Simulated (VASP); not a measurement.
# AlN (F-43m) in VASP: notebook

Runs on AlN. Level: r2SCAN. Tasks: single point.

Everything below comes from runs of VASP 6.6.1. Logs are shortened: lines on timing, memory, paths and dates and some standing lists are left out, and cuts for length are marked.

## 1. The cell of the first run

Symmetry: F-43m, No. 216, cubic system. The conventional cell has a = 4.307 Å, b = 4.307 Å, c = 4.307 Å, α = 90.00°, β = 90.00°, γ = 90.00°. Al (site symmetry -43m) has 4 N at 1.86 Å within 2.5 Å. Within 2.5 Å of N (site symmetry -43m) lie 4 Al at 1.86 Å.

## 2. Single point, r2SCAN

POSCAR reads:

```
AlN
1.0
    0.0000000000      2.1532795354      2.1532795354
    2.1532795354      0.0000000000      2.1532795354
    2.1532795354      2.1532795354      0.0000000000
Al N
1 1
Direct
    0.0000000000      0.0000000000      0.0000000000
    0.2500000000      0.2500000000      0.2500000000
```

INCAR.step1 reads:

```
PREC     = Accurate       # precision mode
ENCUT    = 520            # plane-wave cutoff, eV
ISMEAR   = 0              # smearing method
SIGMA    = 0.01           # smearing width, eV
LREAL    = False          # projectors in reciprocal space
LASPH    = True           # aspherical terms in the spheres
NELM     = 60             # most SCF steps
NBANDS   = 11             # bands
GGA      = PE             # functional
ALGO     = Normal         # electronic algorithm
EDIFF    = 1E-4           # SCF threshold, eV
LWAVE    = True           # write WAVECAR
LCHARG   = False          # write CHGCAR
```

INCAR.step2 reads:

```
PREC     = Accurate       # precision mode
ENCUT    = 520            # plane-wave cutoff, eV
EDIFF    = 1E-6           # SCF threshold, eV
ISMEAR   = 0              # smearing method
SIGMA    = 0.01           # smearing width, eV
LREAL    = False          # projectors in reciprocal space
LASPH    = True           # aspherical terms in the spheres
NELM     = 60             # most SCF steps
ALGO     = Normal         # electronic algorithm
ISIF     = 2              # what is computed and relaxed
LWAVE    = False          # write WAVECAR
LCHARG   = False          # write CHGCAR
METAGGA  = R2SCAN         # meta-GGA
LMIXTAU  = True         
NBANDS   = 11             # bands
ISTART   = 1
```

KPOINTS reads:

```
regular mesh
0
Gamma
  8 8 8
```

Potentials or basis: VASP PAW PBE potentials, release 64 (Al, N).

Started as:

```
$ cat potpaw_PBE.64/Al/POTCAR potpaw_PBE.64/N/POTCAR > POTCAR
$ cp INCAR.step1 INCAR
$ mpirun -np 1 vasp_std > vasp.out
$ cp INCAR.step2 INCAR
$ mpirun -np 1 vasp_std > vasp.out
```

OUTCAR:

```text
PREC = Accurate
   ENCUT = 520
   EDIFF = 1E-6
   ISMEAR = 0
   LREAL = False
   LASPH = True
   NELM = 60
   ISIF = 2
   METAGGA = R2SCAN
   ISTART = 1

 ion  position               nearest neighbor table
   1  0.000  0.000  0.000-   2 1.86   2 1.86   2 1.86   2 1.86
   2  0.250  0.250  0.250-   1 1.86   1 1.86   1 1.86   1 1.86

  LATTYP: Found a face centered cubic cell.
 ALAT       =     4.3065590708

  Lattice vectors:

 A1 = (   0.0000000000,   2.1532795354,   2.1532795354)
 A2 = (   2.1532795354,   0.0000000000,   2.1532795354)
 A3 = (   2.1532795354,   2.1532795354,   0.0000000000)

Analysis of symmetry for initial positions (statically):
=====================================================================
 Subroutine PRICEL returns:
 Original cell was already a primitive cell.

 Routine SETGRP: Setting up the symmetry group for a
 face centered cubic supercell.

 Subroutine GETGRP returns: Found 24 space group operations
 (whereof 24 operations were pure point group operations)
 out of a pool of 48 trial point group operations.

The static configuration has the point symmetry T_d .

Analysis of symmetry for dynamics (positions and initial velocities):
=====================================================================
 Subroutine PRICEL returns:
 Original cell was already a primitive cell.

 Routine SETGRP: Setting up the symmetry group for a
 face centered cubic supercell.

 Subroutine GETGRP returns: Found 24 space group operations
 (whereof 24 operations were pure point group operations)
 out of a pool of 48 trial point group operations.

The dynamic configuration has the point symmetry T_d .

 Subroutine INISYM returns: Found 24 space group operations
 (whereof 24 operations are pure point group operations),
 and found     1 'primitive' translations

----------------------------------------------------------------------------------------

                                     Primitive cell

  volume of cell :      19.9678

  direct lattice vectors                    reciprocal lattice vectors
     0.000000000  2.153279535  2.153279535    -0.232203944  0.232203944  0.232203944
     2.153279535  0.000000000  2.153279535     0.232203944 -0.232203944  0.232203944
     2.153279535  2.153279535  0.000000000     0.232203944  0.232203944 -0.232203944

  length of vectors
     3.045197123  3.045197123  3.045197123     0.402189028  0.402189028  0.402189028

  position of ions in fractional coordinates (direct lattice)
     0.000000000  0.000000000  0.000000000
     0.250000000  0.250000000  0.250000000

  ion indices of the primitive-cell ions
   primitive index   ion index
                 1           1
                 2           2

----------------------------------------------------------------------------------------

 KPOINTS: regular mesh

Automatic generation of k-mesh.
 Grid dimensions read from file:
 generate k-points for:    8    8    8

 Generating k-lattice:

  Cartesian coordinates                     Fractional coordinates (reciprocal lattice)
    -0.029025493  0.029025493  0.029025493     0.125000000  0.000000000  0.000000000
     0.029025493 -0.029025493  0.029025493     0.000000000  0.125000000  0.000000000
     0.029025493  0.029025493 -0.029025493     0.000000000  0.000000000  0.125000000

  Length of vectors
     0.050273629  0.050273629  0.050273629

  Shift w.r.t. Gamma in fractional coordinates (k-lattice)
     0.000000000  0.000000000  0.000000000

 Subroutine IBZKPT returns following result:
 ===========================================

 Found     29 irreducible k-points:

 Following reciprocal coordinates:
            Coordinates               Weight
  0.000000  0.000000  0.000000      1.000000
  0.125000  0.000000  0.000000      8.000000
  0.250000  0.000000  0.000000      8.000000
  0.375000  0.000000  0.000000      8.000000
  0.500000  0.000000  0.000000      4.000000
  0.125000  0.125000  0.000000      6.000000
[... 16 lines left out ...]
  0.500000  0.250000  0.125000     48.000000
 -0.375000  0.250000  0.125000     24.000000
 [... further k-points ...]
   k-points           NKPTS =     29   k-points in BZ     NKDIM =     29   number of bands    NBANDS=     11
   number of dos      NEDOS =    301   number of ions     NIONS =      2
   total plane-waves  NPLWV =  13824
   dimension x,y,z NGX =    24 NGY =   24 NGZ =   24
   dimension x,y,z NGXF=    48 NGYF=   48 NGZF=   48
   ions per type =               1   1
   NGX,Y,Z   is equivalent  to a cutoff of  13.10, 13.10, 13.10 a.u.
   NGXF,Y,Z  is equivalent  to a cutoff of  26.20, 26.20, 26.20 a.u.
 SYSTEM =  unknown system
   PREC   = accura    normal or accurate (medium, high low for compatibility)
   ISTART =      1    job   : 0-new  1-cont  2-samecut
   ICHARG =      0    charge: 1-file 2-atom 10-const
   ISPIN  =      1    spin polarized calculation?
   LNONCOLLINEAR =      F non collinear calculations
   LSORBIT =      F    spin-orbit coupling
   LASPH  =      T    aspherical Exc in radial PAW
   ENCUT  =  520.0 eV  38.22 Ry    6.18 a.u.   5.66  5.66  5.66*2*pi/ulx,y,z
   NELM   =     60;   NELMIN=  2; NELMDL=  0     # of ELM steps
   EDIFF  = 0.1E-05   stopping-criterion for ELM
   LREAL  =      F    real-space projection
   EDIFFG = 0.1E-04   stopping-criterion for IOM
   NSW    =      0    number of steps for IOM
   IBRION =     -1    ionic relax: 0-MD 1-quasi-New 2-CG
   NFREE  =      0    steps in history (QN), initial steepest desc. (CG)
   ISIF   =      2    stress and relaxation
   ISYM   =      2    0-nonsym 1-usesym 2-fastsym
   POTIM  = 0.5000    time-step for ionic-motion
   TEBEG  =    0.0;   TEEND  =   0.0 temperature during run
   PSTRESS=    0.0 pullay stress
   NELECT =       8.0000    total number of electrons
   NUPDOWN=      -1.0000    fix difference up-down
   EMIN   =  10.00;   EMAX   =-10.00  energy-range for DOS
   EFERMI =   0.00;   METHOD = LEGACY
   ISMEAR =     0;   SIGMA  =   0.01  broadening in eV -4-tet -1-fermi 0-gaus
   EFERMI_NEDOS =   21; number of points for ismear=-14 and -15
   IALGO  =     38    algorithm
   IMIX   =      4    mixing-type and parameters
     AMIX     =   0.40;   BMIX     =  1.00
     AMIX_MAG =   1.60;   BMIX_MAG =  1.00
  volume/ion in A,a.u.               =       9.98        67.37
  Fermi-wavevector in a.u.,A,eV,Ry     =   1.206872  2.280657 19.817418  1.456539
  Thomas-Fermi vector in A             =   2.342526
   LORBIT       =      0    0 simple, 1 ext, 2 COOP (PROOUT), +10 PAW based schemes
   METAGGA = R2SCAN    functional components
   LHFCALC =     F    Hartree Fock is set to
   AEXX    =    0.0000 exact exchange contribution
   IVDW    =     0    specifies the selected vdW correction
   LEPSILON=     F    determine dielectric tensor
   LRPA    =     F    only Hartree local field effects (RPA)
 non-spin polarized calculation
 Gauss-broadening in eV      SIGMA  =   0.01
  energy-cutoff  :      520.00
  volume of cell :       19.97
 maximum number of plane-waves:       546
   NGX = 11   NGY = 11   NGZ = 11

 number of electron       7.9999998 magnetization

 Free energy of the ion-electron system (eV)
  ---------------------------------------------------
  ext. energy  EPLUGINS =         0.00000000
  ---------------------------------------------------
  free energy    TOTEN  =       -19.15369585 eV

  energy without entropy =      -19.15369585  energy(sigma->0) =      -19.15369585

 E-fermi :   6.1592     XC(G=0): -11.6125

 val. band max:        6.0960875707   @ k =   0.0000   0.0000   0.0000
 cond. band min:      10.0631652017   @ k =   0.5000   0.5000   0.0000
 fundamental gap:      3.9670776310
 Fermi energy:         6.1592122799

 k-point     1 :       0.0000    0.0000    0.0000
  band No.  band energies     occupation
      1      -9.8964      2.00000
      2       6.0961      2.00000
      3       6.0961      2.00000
      4       6.0961      2.00000
      5      11.3919      0.00000
      6      20.0610      0.00000
      7      20.0610      0.00000
      8      20.0610      0.00000
      9      24.9865      0.00000
     10      24.9865      0.00000
     11      26.7967      0.00000

 k-point     2 :       0.1250    0.0000    0.0000
  band No.  band energies     occupation
      1      -9.6569      2.00000
      2       4.9160      2.00000
      3       6.0165      2.00000
      4       6.0165      2.00000
      5      12.3285      0.00000
      6      19.4964      0.00000
      7      20.2427      0.00000
      8      20.2427      0.00000
      9      23.4390      0.00000
     10      23.4390      0.00000
     11      25.7128      0.00000

 k-point     3 :       0.2500    0.0000    0.0000
  band No.  band energies     occupation
      1      -9.0018      2.00000
      2       2.7453      2.00000
      3       5.8363      2.00000
      4       5.8363      2.00000
      5      13.7093      0.00000
      6      18.4580      0.00000
      7      19.6708      0.00000
      8      19.6708      0.00000
      9      23.7384      0.00000
     10      23.7384      0.00000
     11      24.9681      0.00000

 k-point     4 :       0.3750    0.0000    0.0000
  band No.  band energies     occupation
      1      -8.1797      2.00000
      2       0.8295      2.00000
      3       5.6710      2.00000
      4       5.6710      2.00000
      5      14.4905      0.00000
      6      17.5962      0.00000
      7      18.6957      0.00000
      8      18.6957      0.00000
      9      25.4491      0.00000
     10      26.0476      0.00000
     11      26.0476      0.00000
[... 239 lines left out ...]
 k-point    22 :       0.3750    0.2500    0.1250
  band No.  band energies     occupation
      1      -8.4759      2.00000
      2       2.4325      2.00000
      3       4.5669      2.00000
      4       5.4813      2.00000
      5      13.9156      0.00000
      6      17.8378      0.00000
      7      18.3383      0.00000
      8      20.7318      0.00000
      9      22.2444      0.00000
     10      26.8936      0.00000
     11      29.4339      0.00000

 k-point    23 :       0.5000    0.2500    0.1250
  band No.  band energies     occupation
      1      -7.7683      2.00000
      2       1.3157      2.00000
      3       3.9608      2.00000
      4       5.1426      2.00000
      5      14.0658      0.00000
      6      16.9940      0.00000
      7      19.0809      0.00000
      8      20.2935      0.00000
      9      23.7438      0.00000
     10      27.6088      0.00000
     11      29.7510      0.00000

 k-point    24 :      -0.3750    0.2500    0.1250
  band No.  band energies     occupation
      1      -7.4195      2.00000
      2       0.7710      2.00000
      3       3.8063      2.00000
      4       4.9474      2.00000
      5      14.0897      0.00000
      6      16.6168      0.00000
      7      19.6882      0.00000
      8      20.1757      0.00000
      9      25.0297      0.00000
     10      26.5600      0.00000
     11      30.1385      0.00000

 [... further k-points ...]
[... 5 lines left out ...]
  --------------------------------------------------------------------------------------
  -------------------------------------------------------------------------------------
  Total        1.2018471      1.2018471      1.2018471      0.0000000      0.0000000     -0.0000000
  in kB       96.4336455     96.4336455     96.4336455      0.0000000      0.0000000     -0.0000000
  external PRESSURE =      96.4336455 kB  Pullay stress =       0.0000000 kB

 VOLUME and BASIS-vectors are now :
 -----------------------------------------------------------------------------
  energy-cutoff  :      520.00
  volume of cell :       19.97
      direct lattice vectors                 reciprocal lattice vectors
     0.000000000  2.153279535  2.153279535    -0.232203944  0.232203944  0.232203944
     2.153279535  0.000000000  2.153279535     0.232203944 -0.232203944  0.232203944
     2.153279535  2.153279535  0.000000000     0.232203944  0.232203944 -0.232203944

 POSITION                                       TOTAL-FORCE (eV/Angst)
 -----------------------------------------------------------------------------------
      0.00000      0.00000      0.00000         0.000000     -0.000000      0.000000
      1.07664      1.07664      1.07664        -0.000000      0.000000     -0.000000
 -----------------------------------------------------------------------------------
    total drift:                               -0.000001     -0.000001     -0.000001

  FREE ENERGIE OF THE ION-ELECTRON SYSTEM (eV)
  ---------------------------------------------------
  free  energy   TOTEN  =       -19.1536958493 eV

  energy  without entropy=      -19.1536958493  energy(sigma->0) =      -19.15369585
```

Wall time 34 s (1 thread of AMD EPYC 7R43 (Zen 3), shared host); peak memory 0.1 GiB.

Results:

```
Free energy            : -19.1537 eV
Pressure               : 9.6 GPa
Band gap on the k mesh : 3.97 eV, indirect (least direct gap 5.30 eV)
```

Levels at points of the mesh, in eV from the valence-band top:
```
           k point  band 1  band 2  band 3  band 4  band 5  band 6  band 7  band 8
(0.00, 0.00, 0.00)  -15.99    0.00    0.00    0.00    5.30   13.96   13.96   13.96
(0.50, 0.00, 0.00)  -13.85   -6.08   -0.49   -0.49    8.62   11.14   12.22   12.22
(0.50, 0.50, 0.00)  -13.18   -5.09   -1.85   -1.85    3.97    9.75   15.83   17.51
```

Caveat: the PAW data sets were made with another functional, which shifts forces and pressure a little.

## 3. Single point, r2SCAN

This run uses another cell than the first one, of 9.79 Å³/atom, 0.981 times its volume.

POSCAR reads:

```
AlN
1.0
    0.0000000000      2.1393695213      2.1393695213
    2.1393695213      0.0000000000      2.1393695213
    2.1393695213      2.1393695213      0.0000000000
Al N
1 1
Direct
    0.0000000000      0.0000000000      0.0000000000
    0.2500000000      0.2500000000      0.2500000000
```

INCAR.step1 reads:

```
PREC = Accurate
ENCUT = 520
ISMEAR = 0
SIGMA = 0.01
LREAL = False
LASPH = True
NELM = 100
NBANDS = 11
GGA = PE
ALGO = Normal
EDIFF = 1E-4
LWAVE = True
LCHARG = False
```

INCAR.step2 reads:

```
PREC = Accurate
ENCUT = 520
EDIFF = 1E-7
ISMEAR = 0
SIGMA = 0.01
LREAL = False
LASPH = True
NELM = 100
ALGO = Normal
ISIF = 2
LWAVE = False
LCHARG = True
METAGGA = R2SCAN
LMIXTAU = True
LELF = True
LVHAR = True
NBANDS = 11
ISTART = 1
```

KPOINTS is that of step 2.

Potentials or basis: VASP PAW PBE potentials, release 64 (Al, N).

Started as:

```
$ cat potpaw_PBE.64/Al/POTCAR potpaw_PBE.64/N/POTCAR > POTCAR
$ cp INCAR.step1 INCAR
$ mpirun -np 1 vasp_std > vasp.out
$ cp INCAR.step2 INCAR
$ mpirun -np 1 vasp_std > vasp.out
```

Run time: 39 s. Hardware: 1 thread of AMD EPYC 7R43 (Zen 3), shared host; peak memory 0.1 GiB.

The run converged. Its results:

* Free energy: -19.1240 eV
* Pressure: 14.7 GPa
* Band gap on the k mesh: 3.98 eV, indirect (least direct gap 5.48 eV)

Levels at points of the mesh, in eV from the valence-band top:
```
           k point  band 1  band 2  band 3  band 4  band 5  band 6  band 7  band 8  band 9
(0.00, 0.00, 0.00)  -16.11    0.00    0.00    0.00    5.48   14.17   14.17   14.17   19.06
(0.50, 0.00, 0.00)  -13.91   -6.16   -0.49   -0.49    8.81   11.29   12.35   12.35   20.23
(0.50, 0.50, 0.00)  -13.22   -5.15   -1.87   -1.87    3.98    9.88   16.13   17.77   17.77
```

Caveat: the PAW data sets were made with another functional, which shifts forces and pressure a little. r2SCAN opens gaps a little over a GGA but as a rule still falls short of measured ones.

[end of part 1 of 2]
